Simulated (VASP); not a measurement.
Pt: relaxation of cell and atoms with PBEsol

Crystal: Pt.

```
Pt
1.0
     0.00000    1.96090    1.96090
     1.96090    0.00000    1.96090
     1.96090    1.96090    0.00000
Pt
1
Direct
  0.00000 0.00000 0.00000
```

* Program: VASP 6.6.1
* Task: relaxation of cell and atoms
* Functional: PBEsol
* Potentials or basis: VASP PAW PBE potentials, release 64 (Pt)
* Cutoff: 500 eV
* k mesh: 11 × 11 × 11
* Occupations: fermi-dirac, width 0.05 eV
* Spin: no spin polarisation
* Dipole correction: no
* Further INCAR settings: ALGO = Normal; EDIFF = 1e-07; IBRION = 2; EDIFFG = -0.02; NSW = 80; ISIF = 3

```json
{
 "Relaxed volume": "15.00 Å³/atom",
 "Relaxed cell": "a = 2.768 Å, b = 2.768 Å, c = 2.768 Å, α = 60.00°, β = 60.00°, γ = 60.00°",
 "Space group after relaxing (to 0.05 Å)": "Fm-3m (No. 225)",
 "Energy gained by relaxing": "0.4 meV/atom",
 "Ionic steps": "3",
 "Pressure after relaxing": "0.0 GPa",
 "Band gap on the k mesh": "zero (band 5 reaches 11.59 eV, above the bottom of band 6 at 9.46 eV)"
}
```

Step by step:
```csv
step,energy change (eV),largest force (eV/Å),pressure (GPa),volume (Å³)
1,0.0000,0.0000,-1.47,15.08
2,0.0027,0.0000,4.52,14.78
3,-0.0004,0.0000,0.00,15.00
```

Final structure:
```xyz
1
Lattice="0.0000 1.9576 1.9576 1.9576 0.0000 1.9576 1.9576 1.9576 0.0000" Properties=species:S:1:pos:R:3 pbc="T T T"
Pt    0.0000    0.0000    0.0000
```

Levels at points of the mesh, in eV from the Fermi level:
| k point | band 3 | band 4 | band 5 | band 6 | band 7 | band 8 |
| --- | --- | --- | --- | --- | --- | --- |
| (0.00, 0.00, 0.00) | -3.80 | -3.80 | -1.60 | -1.60 | 14.66 | 19.65 |

It took 13 s on 1 thread of Intel(R) Xeon(R) Platinum 8259CL CPU @ 2.50GHz (Skylake/Cascade Lake), with other jobs on the host, peak memory 0.13 GiB.

Caveat: the PAW data sets were made with another functional, which shifts forces and pressure a little; spin-orbit coupling is left out, which moves the levels of the heavy elements.
